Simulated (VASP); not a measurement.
# KTaO3 (P4mm) in VASP: further runs

The runs below take KTaO3 through single point, with r2SCAN.

Program: VASP 6.6.1. These are calculated values, not measurements. Logs are shortened: lines on timing, memory, paths and dates and some standing lists are left out, and cuts for length are marked.

## Step 1: The cell of the first run

Symmetry: P4mm, No. 99, tetragonal system. Conventional cell: a = 3.988 Å, b = 3.988 Å, c = 3.988 Å, α = 90.00°, β = 90.00°, γ = 90.00°. K (site symmetry 4mm) has 12 O at 2.82 Å and 8 Ta at 3.41 to 3.50 Å within 3.7 Å. Within 2.5 Å of Ta (site symmetry 4mm) lie 6 O at 1.92 to 2.07 Å. Within 2.5 Å of O (site symmetry 4mm) lie 2 Ta at 1.92 to 2.07 Å. Within 2.6 Å of O (site symmetry 2mm) lie 2 Ta at 2.00 Å.

## Step 2: Single point, r2SCAN

Contents of POSCAR:

```
KTaO3
1.0
    3.9883000000      0.0000000000      0.0000000000
    0.0000000000      3.9883000000      0.0000000000
    0.0000000000      0.0000000000      3.9883000000
K Ta O
1 1 3
Direct
    0.5000000000      0.5000000000      0.5000000000
   -0.0188050046      0.0000000000      0.0000000000
    0.5000000000      0.0000000000      0.0000000000
    0.0000000000      0.5000000000      0.0000000000
    0.0000000000      0.0000000000      0.5000000000
```

Contents of INCAR.step1:

```
SYSTEM = KTaO3
  PREC = Accurate
  ENCUT = 520
  ISMEAR = 0
  SIGMA = 0.05
  LREAL = .FALSE.
  LASPH = .TRUE.
  NELM = 60
  NBANDS = 27
  GGA = PE
  ALGO = Normal
  EDIFF = 1E-4
  LWAVE = .TRUE.
  LCHARG = .FALSE.
```

Contents of INCAR.step2:

```
SYSTEM = KTaO3
  PREC = Accurate
  ENCUT = 520
  EDIFF = 1E-6
  ISMEAR = 0
  SIGMA = 0.05
  LREAL = .FALSE.
  LASPH = .TRUE.
  NELM = 60
  ALGO = Normal
  ISIF = 2
  LWAVE = .FALSE.
  LCHARG = .FALSE.
  METAGGA = R2SCAN
  LMIXTAU = .TRUE.
  NBANDS = 27
  ISTART = 1
```

Contents of KPOINTS:

```
regular mesh
0
G
  6 6 6
  0 0 0
```

Potentials or basis: VASP PAW PBE potentials, release 64 (K_sv, Ta_pv, O).

Started as:

```
$ cat potpaw_PBE.64/K_sv/POTCAR potpaw_PBE.64/Ta_pv/POTCAR potpaw_PBE.64/O/POTCAR > POTCAR
$ cp INCAR.step1 INCAR
$ mpirun -np 1 vasp_std > vasp.out
$ cp INCAR.step2 INCAR
$ mpirun -np 1 vasp_std > vasp.out
```

OUTCAR:

```text
SYSTEM = KTaO3
   PREC = Accurate
   ENCUT = 520
   EDIFF = 1E-6
   ISMEAR = 0
   LREAL = .FALSE.
   LASPH = .TRUE.
   NELM = 60
   ISIF = 2
   METAGGA = R2SCAN
   ISTART = 1

 ion  position               nearest neighbor table
   1  0.500  0.500  0.500-   3 2.82   4 2.82   5 2.82   3 2.82   4 2.82   3 2.82   5 2.82   3 2.82
                             4 2.82   5 2.82   4 2.82   5 2.82   2 3.41   2 3.41   2 3.41   2 3.41
   2  0.981  0.000  0.000-   3 1.92   4 2.00   5 2.00   5 2.00   4 2.00   3 2.07   1 3.41   1 3.41
                             1 3.41   1 3.41   1 3.50   1 3.50   1 3.50   1 3.50
   3  0.500  0.000  0.000-   2 1.92   2 2.07   1 2.82   1 2.82   1 2.82   1 2.82
   4  0.000  0.500  0.000-   2 2.00   2 2.00   1 2.82   1 2.82   1 2.82   1 2.82
   5  0.000  0.000  0.500-   2 2.00   2 2.00   1 2.82   1 2.82   1 2.82   1 2.82

  LATTYP: Found a simple cubic cell.
 ALAT       =     3.9883000000

  Lattice vectors:

 A1 = (   3.9883000000,   0.0000000000,   0.0000000000)
 A2 = (   0.0000000000,   3.9883000000,   0.0000000000)
 A3 = (   0.0000000000,   0.0000000000,   3.9883000000)

Analysis of symmetry for initial positions (statically):
=====================================================================
 Subroutine PRICEL returns:
 Original cell was already a primitive cell.

 Routine SETGRP: Setting up the symmetry group for a
 simple cubic supercell.

 Subroutine GETGRP returns: Found  8 space group operations
 (whereof  8 operations were pure point group operations)
 out of a pool of 48 trial point group operations.

The static configuration has the point symmetry C_4v.

Analysis of symmetry for dynamics (positions and initial velocities):
=====================================================================
 Subroutine PRICEL returns:
 Original cell was already a primitive cell.

 Routine SETGRP: Setting up the symmetry group for a
 simple cubic supercell.

 Subroutine GETGRP returns: Found  8 space group operations
 (whereof  8 operations were pure point group operations)
 out of a pool of 48 trial point group operations.

The dynamic configuration has the point symmetry C_4v.

 Subroutine INISYM returns: Found  8 space group operations
 (whereof  8 operations are pure point group operations),
 and found     1 'primitive' translations

----------------------------------------------------------------------------------------

                                     Primitive cell

[... 98 lines left out ...]
   EDIFFG = 0.1E-04   stopping-criterion for IOM
   NSW    =      0    number of steps for IOM
   IBRION =     -1    ionic relax: 0-MD 1-quasi-New 2-CG
   NFREE  =      0    steps in history (QN), initial steepest desc. (CG)
   ISIF   =      2    stress and relaxation
   ISYM   =      2    0-nonsym 1-usesym 2-fastsym
   POTIM  = 0.5000    time-step for ionic-motion
   TEBEG  =    0.0;   TEEND  =   0.0 temperature during run
   PSTRESS=    0.0 pullay stress
   NELECT =      38.0000    total number of electrons
   NUPDOWN=      -1.0000    fix difference up-down
   EMIN   =  10.00;   EMAX   =-10.00  energy-range for DOS
   EFERMI =   0.00;   METHOD = LEGACY
   ISMEAR =     0;   SIGMA  =   0.05  broadening in eV -4-tet -1-fermi 0-gaus
   EFERMI_NEDOS =   21; number of points for ismear=-14 and -15
   IALGO  =     38    algorithm
   IMIX   =      4    mixing-type and parameters
     AMIX     =   0.40;   BMIX     =  1.00
     AMIX_MAG =   1.60;   BMIX_MAG =  1.00
  volume/ion in A,a.u.               =      12.69        85.62
  Fermi-wavevector in a.u.,A,eV,Ry     =   1.380008  2.607837 25.911228  1.904422
  Thomas-Fermi vector in A             =   2.504925
   LORBIT       =      0    0 simple, 1 ext, 2 COOP (PROOUT), +10 PAW based schemes
   METAGGA = R2SCAN    functional components
   LHFCALC =     F    Hartree Fock is set to
   AEXX    =    0.0000 exact exchange contribution
   IVDW    =     0    specifies the selected vdW correction
   LEPSILON=     F    determine dielectric tensor
   LRPA    =     F    only Hartree local field effects (RPA)
 non-spin polarized calculation
 Gauss-broadening in eV      SIGMA  =   0.05
  energy-cutoff  :      520.00
  volume of cell :       63.44
 maximum number of plane-waves:      1743
 NGX is ok and might be reduce to    30
   NGX = 15   NGY = 15   NGZ = 15

 number of electron      37.9999976 magnetization

 Free energy of the ion-electron system (eV)
  ---------------------------------------------------
  ext. energy  EPLUGINS =         0.00000000
  ---------------------------------------------------
  free energy    TOTEN  =       -87.15341186 eV

  energy without entropy =      -87.15341186  energy(sigma->0) =      -87.15341186

 E-fermi :   1.7050     XC(G=0): -11.5551

 val. band max:        1.4399239340   @ k =   0.5000   0.5000   0.5000
 cond. band min:       4.0412954357   @ k =   0.0000   0.0000   0.0000
 fundamental gap:      2.6013715017
 Fermi energy:         1.7049533222

 k-point     1 :       0.0000    0.0000    0.0000
  band No.  band energies     occupation
      1     -33.8494      2.00000
      2     -33.8209      2.00000
      3     -33.8209      2.00000
      4     -27.0403      2.00000
      5     -17.1326      2.00000
      6     -16.4781      2.00000
[... 709 lines left out ...]
     26      11.6923      0.00000
     27      12.3854      0.00000

 [... further k-points ...]

------------------------ aborting loop because EDIFF is reached ----------------------------------------

  FORCE on cell =-STRESS in cart. coord.  units (eV):
  Direction    XX          YY          ZZ          XY          YZ          ZX
  --------------------------------------------------------------------------------------
  -------------------------------------------------------------------------------------
  Total        1.1919455      0.4346294      0.4346294      0.0000000     -0.0000000     -0.0000000
  in kB       30.1025662     10.9765591     10.9765591      0.0000000     -0.0000000     -0.0000000
  external PRESSURE =      17.3518948 kB  Pullay stress =       0.0000000 kB

 VOLUME and BASIS-vectors are now :
 -----------------------------------------------------------------------------
  energy-cutoff  :      520.00
  volume of cell :       63.44
      direct lattice vectors                 reciprocal lattice vectors
     3.988300000  0.000000000  0.000000000     0.250733395  0.000000000  0.000000000
     0.000000000  3.988300000  0.000000000     0.000000000  0.250733395  0.000000000
     0.000000000  0.000000000  3.988300000     0.000000000  0.000000000  0.250733395

 POSITION                                       TOTAL-FORCE (eV/Angst)
 -----------------------------------------------------------------------------------
      1.99415      1.99415      1.99415        -0.188533      0.000000      0.000000
      3.91330      0.00000      0.00000         0.300460      0.000000     -0.000000
      1.99415      0.00000      0.00000        -0.116525     -0.000000      0.000000
      0.00000      1.99415      0.00000         0.002299      0.000000      0.000000
      0.00000      0.00000      1.99415         0.002299      0.000000      0.000000
 -----------------------------------------------------------------------------------
    total drift:                                0.003366     -0.000000     -0.000000

  FREE ENERGIE OF THE ION-ELECTRON SYSTEM (eV)
  ---------------------------------------------------
  free  energy   TOTEN  =       -87.1534118648 eV

  energy  without entropy=      -87.1534118648  energy(sigma->0) =      -87.15341186
```

OUTCAR.step1:

```text
SYSTEM = KTaO3
   PREC = Accurate
   ENCUT = 520
   ISMEAR = 0
   LREAL = .FALSE.
   LASPH = .TRUE.
[... 955 lines left out ...]
      1.99415      0.00000      0.00000        -0.218936      0.000000      0.000000
      0.00000      1.99415      0.00000         0.022267     -0.000000      0.000000
      0.00000      0.00000      1.99415         0.022267     -0.000000      0.000000
 -----------------------------------------------------------------------------------
    total drift:                               -0.001787     -0.000000     -0.000000

  FREE ENERGIE OF THE ION-ELECTRON SYSTEM (eV)
  ---------------------------------------------------
  free  energy   TOTEN  =       -41.0185670246 eV

  energy  without entropy=      -41.0185670246  energy(sigma->0) =      -41.01856702
```

OSZICAR.step1:

```text
N       E                     dE             d eps       ncg     rms          rms(c)
DAV:   1     0.322726071287E+03    0.32273E+03   -0.20797E+04  2160   0.142E+03
DAV:   2    -0.305585982053E+02   -0.35328E+03   -0.34167E+03  2560   0.407E+02
DAV:   3    -0.490132928084E+02   -0.18455E+02   -0.18377E+02  3089   0.899E+01
DAV:   4    -0.495378661145E+02   -0.52457E+00   -0.52365E+00  3482   0.100E+01
DAV:   5    -0.495419009409E+02   -0.40348E-02   -0.40343E-02  2864   0.854E-01    0.344E+01
DAV:   6    -0.412422894771E+02    0.82996E+01   -0.34489E+01  2592   0.398E+01    0.131E+01
DAV:   7    -0.410832238294E+02    0.15907E+00   -0.17105E+00  2818   0.846E+00    0.935E+00
DAV:   8    -0.410384107589E+02    0.44813E-01   -0.39213E-01  2692   0.524E+00    0.301E+00
DAV:   9    -0.410200103138E+02    0.18400E-01   -0.34511E-02  2704   0.146E+00    0.466E-01
DAV:  10    -0.410185946860E+02    0.14156E-02   -0.13599E-02  2912   0.748E-01    0.851E-02
DAV:  11    -0.410185670246E+02    0.27661E-04   -0.98104E-04  2932   0.197E-01
   1 F= -.41018567E+02 E0= -.41018567E+02  d E =-.145062E-11
```

Wall time 1.9 min (1 thread of AMD EPYC 9R45 (Zen 5), shared host); peak memory 0.18 GiB.

What came out:

| Quantity | Value |
| --- | --- |
| Free energy | -87.1534 eV |
| Pressure | 1.7 GPa |
| Largest force | 0.300 eV/Å |
| Band gap on the k mesh | 2.60 eV (least direct gap 3.33 eV) |

Forces in eV/Å, atoms in the order of the input:
```
K   -0.189  0.000  0.000
Ta   0.300  0.000  0.000
O   -0.117  0.000  0.000
O    0.002  0.000  0.000
O    0.002  0.000  0.000
```

Stress tensor (GPa, compression positive):
```
3.01 0.00 0.00
0.00 1.10 0.00
0.00 0.00 1.10
```

Caveat: the cell differs from its parent crystal (all Ta atoms moved +0.075 Å, as atom 2 towards its neighbour atom 3 (O) at 1.994 Å); the PAW data sets were made with another functional, which shifts forces and pressure a little; spin-orbit coupling is left out, which moves the levels of the heavy elements.

## Step 3: Single point, r2SCAN

POSCAR: that of step 2 with these lines changed.

```diff
@@ -9,3 +9,3 @@
     0.5000000000      0.5000000000      0.5000000000
-   -0.0188050046      0.0000000000      0.0000000000
+   -0.0282075070      0.0000000000      0.0000000000
     0.5000000000      0.0000000000      0.0000000000
```

Contents of INCAR.step1:

```
PREC = Accurate
ENCUT = 520
ISMEAR = 0
SIGMA = 0.05
LREAL = False
LASPH = True
NELM = 80
NBANDS = 27
GGA = PE
ALGO = Normal
EDIFF = 1E-4
LWAVE = True
LCHARG = False
```

Contents of INCAR.step2:

```
PREC = Accurate
ENCUT = 520
EDIFF = 1E-6
ISMEAR = 0
SIGMA = 0.05
LREAL = False
LASPH = True
NELM = 80
ALGO = Normal
ISIF = 2
LWAVE = False
LCHARG = False
METAGGA = R2SCAN
LMIXTAU = True
NBANDS = 27
ISTART = 1
```

Contents of KPOINTS:

```
regular mesh
0
Gamma
  6 6 6
```

Potentials or basis: VASP PAW PBE potentials, release 64 (K_sv, Ta_pv, O).

Started as:

```
$ cat potpaw_PBE.64/K_sv/POTCAR potpaw_PBE.64/Ta_pv/POTCAR potpaw_PBE.64/O/POTCAR > POTCAR
$ cp INCAR.step1 INCAR
$ mpirun -np 1 vasp_std > vasp.out
$ cp INCAR.step2 INCAR
$ mpirun -np 1 vasp_std > vasp.out
```

It took 95 s on 1 thread of AMD EPYC 9R45 (Zen 5), shared host; peak memory 0.18 GiB.

The run converged. Its results:

```
Free energy            : -87.1353 eV
Pressure               : 2.4 GPa
Largest force          : 0.700 eV/Å
Band gap on the k mesh : 2.60 eV (least direct gap 3.39 eV)
```

Forces in eV/Å, atoms in the order of the input:
```
K   -0.285  0.000  0.000
Ta   0.700  0.000  0.000
O   -0.367  0.000  0.000
O   -0.024  0.000  0.000
O   -0.024  0.000  0.000
```

Stress tensor (GPa, compression positive):
```
5.24 0.00 0.00
0.00 0.96 0.00
0.00 0.00 0.96
```

Levels at points of the mesh, in eV from the valence-band top:
```csv
k point,band 15,band 16,band 17,band 18,band 19,band 20,band 21,band 22,band 23,band 24
"(0.00, 0.00, 0.00)",-1.34,-1.14,-0.83,-0.79,-0.79,2.60,2.92,2.92,7.10,7.23
"(0.50, 0.00, 0.00)",-2.28,-2.15,-1.59,-0.88,-0.88,2.76,5.56,5.56,7.14,9.07
"(0.00, 0.50, 0.00)",-2.42,-2.18,-1.60,-1.23,-1.03,3.08,5.40,5.47,7.21,9.02
"(0.50, 0.50, 0.00)",-2.82,-1.71,-1.49,-1.47,-0.14,5.45,5.60,6.78,8.12,10.77
"(0.00, 0.50, 0.50)",-2.85,-1.82,-1.63,-1.63,-0.04,5.50,5.50,6.73,8.03,10.61
"(0.50, 0.50, 0.50)",-4.03,-3.95,-0.11,-0.11,0.00,6.84,6.89,6.89,9.47,9.65
```

Caveat: the cell differs from its parent crystal (all Ta atoms moved +0.113 Å, as atom 2 towards its neighbour atom 3 (O) at 1.994 Å); the PAW data sets were made with another functional, which shifts forces and pressure a little; spin-orbit coupling is left out, which moves the levels of the heavy elements. A k mesh can miss the band edges.

## Step 4: Single point, r2SCAN

POSCAR: that of step 3 with these lines changed.

```diff
@@ -9,3 +9,3 @@
     0.5000000000      0.5000000000      0.5000000000
-   -0.0282075070      0.0000000000      0.0000000000
+   -0.0094025023      0.0000000000      0.0000000000
     0.5000000000      0.0000000000      0.0000000000
```

Contents of INCAR.step1:

```
SYSTEM = KTaO3
ALGO = Normal
EDIFF = 1E-4
ENCUT = 520
GGA = PE
ISMEAR = 0
LASPH = .TRUE.
LCHARG = .FALSE.
LREAL = .FALSE.
LWAVE = .TRUE.
NBANDS = 27
NELM = 60
PREC = Accurate
SIGMA = 0.05
```

Contents of INCAR.step2:

```
SYSTEM = KTaO3
ALGO = Normal
EDIFF = 1E-7
ENCUT = 520
ISIF = 2
ISMEAR = 0
ISTART = 1
LASPH = .TRUE.
LCHARG = .FALSE.
LMIXTAU = .TRUE.
LREAL = .FALSE.
LWAVE = .FALSE.
METAGGA = R2SCAN
NBANDS = 27
NELM = 60
PREC = Accurate
SIGMA = 0.05
```

Contents of KPOINTS:

```
k-points
0
G
  6 6 6
  0 0 0
```

Started as:

```
$ cat potpaw_PBE.64/K_sv/POTCAR potpaw_PBE.64/Ta_pv/POTCAR potpaw_PBE.64/O/POTCAR > POTCAR
$ cp INCAR.step1 INCAR
$ mpirun -np 1 vasp_std > vasp.out
$ cp INCAR.step2 INCAR
$ mpirun -np 1 vasp_std > vasp.out
```

Run time: 1.8 min. Hardware: 1 thread of AMD EPYC 9R45 (Zen 5), shared host; peak memory 0.18 GiB.

Results (log left out):

* Free energy: -87.1603 eV
* Pressure: 1.3 GPa
* Largest force: 0.095 eV/Å
* Band gap on the k mesh: 2.60 eV (least direct gap 3.27 eV)

Forces on the atoms (eV/Å):
```
K   -0.093  0.000  0.000
Ta   0.095  0.000  0.000
O   -0.019  0.000  0.000
O    0.009  0.000  0.000
O    0.009  0.000  0.000
```

Stress tensor (GPa, compression positive):
```
1.67 0.00 0.00
0.00 1.18 0.00
0.00 0.00 1.18
```

Levels at points of the mesh, in eV from the valence-band top:
```
           k point  band 17  band 18  band 19  band 20  band 21  band 22
(0.00, 0.00, 0.00)    -0.68    -0.68    -0.67     2.60     2.64     2.64
(0.50, 0.00, 0.00)    -1.55    -0.88    -0.88     2.75     5.45     5.45
(0.00, 0.50, 0.00)    -1.55    -0.93    -0.90     2.79     5.43     5.44
(0.50, 0.50, 0.00)    -1.47    -1.47    -0.05     5.47     5.49     6.78
(0.00, 0.50, 0.50)    -1.49    -1.49    -0.04     5.48     5.48     6.78
(0.50, 0.50, 0.50)    -0.01    -0.01     0.00     6.91     6.92     6.92
```

Caveat: the cell differs from its parent crystal (all Ta atoms moved +0.037 Å, as atom 2 towards its neighbour atom 3 (O) at 1.994 Å); the PAW data sets were made with another functional, which shifts forces and pressure a little; spin-orbit coupling is left out, which moves the levels of the heavy elements.

## Step 5: The runs side by side

| cell | gap on the mesh (eV) | pressure (GPa) | largest force (eV/Å) |
| --- | --- | --- | --- |
| as given, atomic positions A | 2.60 | 1.7 | 0.30 |
| as given, atomic positions B | 2.60 | 2.4 | 0.70 |
| as given, atomic positions C | 2.60 | 1.3 | 0.10 |

Alike in all rows: task single point; level r2SCAN; potentials or basis VASP PAW PBE potentials, release 64 (K_sv, Ta_pv, O); no spin polarisation; k mesh 6 × 6 × 6; cutoff (eV) 520; smearing gaussian 0.05 eV.

Caveats: the PAW data sets were made with another functional, which shifts forces and pressure a little; spin-orbit coupling is left out, which moves the levels of the heavy elements.

Total energies depend on the potentials used, so only differences within one code and one set of settings carry meaning.
